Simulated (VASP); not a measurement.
Set up this calculation in VASP 6.6.1, as the native input.

```yaml
Task: single point
Functional: r2SCAN
Potentials_or_basis: VASP PAW PBE potentials, release 64 (C)
Cutoff: 520 eV
k_mesh: 6 × 6 × 6
Occupations: gaussian, width 0.05 eV
Spin: no spin polarisation
Dipole_correction: no
Further_INCAR_settings: ALGO = Normal; EDIFF = 1e-06; NBANDS = 26
```

C:

```
CELL_PARAMETERS angstrom
3.27112 0.03044 -0.13209
-0.03044 -3.72971 0.16530
0.13209 0.16530 -3.42746
ATOMIC_POSITIONS crystal
C 0.54484 0.01190 0.98998
C 0.99478 0.51055 0.00833
C 0.00022 0.96938 0.50285
C 0.49059 0.50604 0.48940
C 0.73013 0.74385 0.77069
C 0.23895 0.23602 0.73291
C 0.22978 0.75621 0.24327
C 0.77071 0.26605 0.26258
```

This cell differs from its parent crystal: atoms moved at random and the cell strained at random.

These files were run (other wordings do the same):

POSCAR

```
C
1.0
    3.2711235477      0.0304378279     -0.1320891858
   -0.0304378279     -3.7297116288      0.1653012882
    0.1320891858      0.1653012882     -3.4274606862
C
8
Direct
    0.5448433092      0.0118957554     -0.0100201444
   -0.0052207165      0.5105536721      0.0083293805
    0.0002210498     -0.0306152249      0.5028477254
    0.4905879056      0.5060412581      0.4893955027
    0.7301269670      0.7438529208      0.7706943076
    0.2389482471      0.2360156125      0.7329072288
    0.2297803046      0.7562090778      0.2432669561
    0.7707129332      0.2660469282      0.2625790433
```

INCAR.step1

```
ALGO     = Normal         # electronic algorithm
EDIFF    = 1E-4           # SCF threshold, eV
ENCUT    = 520            # plane-wave cutoff, eV
GGA      = PE             # functional
ISMEAR   = 0              # smearing method
LASPH    = T              # aspherical terms in the spheres
LCHARG   = F              # write CHGCAR
LREAL    = F              # projectors in reciprocal space
LWAVE    = T              # write WAVECAR
NBANDS   = 26             # bands
NELM     = 60             # most SCF steps
PREC     = Accurate       # precision mode
SIGMA    = 0.05           # smearing width, eV
```

INCAR.step2

```
ALGO     = Normal         # electronic algorithm
EDIFF    = 1E-6           # SCF threshold, eV
ENCUT    = 520            # plane-wave cutoff, eV
ISIF     = 2              # what is computed and relaxed
ISMEAR   = 0              # smearing method
ISTART   = 1            
LASPH    = T              # aspherical terms in the spheres
LCHARG   = T              # write CHGCAR
LELF     = T              # ELF
LMIXTAU  = T            
LREAL    = F              # projectors in reciprocal space
LVHAR    = T            
LWAVE    = F              # write WAVECAR
METAGGA  = R2SCAN         # meta-GGA
NBANDS   = 26             # bands
NELM     = 60             # most SCF steps
PREC     = Accurate       # precision mode
SIGMA    = 0.05           # smearing width, eV
```

KPOINTS

```
k-points
0
Gamma
  6 6 6
```

Potentials or basis: VASP PAW PBE potentials, release 64 (C).

Launch:

```bash
$ cat potpaw_PBE.64/C/POTCAR > POTCAR
$ cp INCAR.step1 INCAR
$ mpirun -np 1 vasp_std > vasp.out
$ cp INCAR.step2 INCAR
$ mpirun -np 1 vasp_std > vasp.out
```

Results of the run:

The pressure is 61.8 GPa, the largest force is 10.282 eV/Å and the band gap on the k mesh is 1.15 eV.

Caveat: the cell differs from its parent crystal (atoms moved at random and the cell strained at random); the cell stands under pressure; the PAW data sets were made with another functional, which shifts forces and pressure a little.

It took 4.5 min on 1 thread of Intel(R) Xeon(R) Platinum 8259CL CPU @ 2.50GHz (Skylake/Cascade Lake), on a shared host, peak memory 0.2 GiB.
